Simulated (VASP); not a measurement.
Input of a VASP 6.6.1 run:

INCAR

```
SYSTEM = Co
ALGO = Normal ; EDIFF = 1E-7
ENCUT = 520 ; GGA = PS
ISIF = 2 ; ISMEAR = -1
LASPH = .True. ; LCHARG = .False.
LREAL = .False. ; LWAVE = .False.
NBANDS = 26 ; NELM = 100
PREC = Accurate ; SIGMA = 0.1
```

Contents of KPOINTS:

```
k-points
0
Gamma
  14 14 4
  0 0 0
```

Contents of POSCAR:

```
Co
1.0
    2.4144563129      0.0000000000      0.0000000000
   -1.2072281565      2.0909805033      0.0000000000
    0.0000000000      0.0000000000      7.8594283610
Co
4
Direct
    1.0000000000      1.0000000000      1.0000000000
    1.0000000000      1.0000000000      0.5000000000
    0.3333333333      0.6666666667      0.2500000000
    0.6666666667      0.3333333333      0.7500000000
```

Potentials or basis: VASP PAW PBE potentials, release 64 (Co).

Command:

```bash
$ cat potpaw_PBE.64/Co/POTCAR > POTCAR
$ mpirun -np 1 vasp_std > vasp.out
```

(1) Predict the band gap on the k mesh.

(2) Predict the pressure.

## Answers

(1) zero (band 18 reaches 11.81 eV, above the bottom of band 19 at 10.60 eV).

(2) -1.1 GPa.

Caveat: the PAW data sets were made with another functional, which shifts forces and pressure a little; the run has no spin polarisation, though such a crystal can be magnetic.
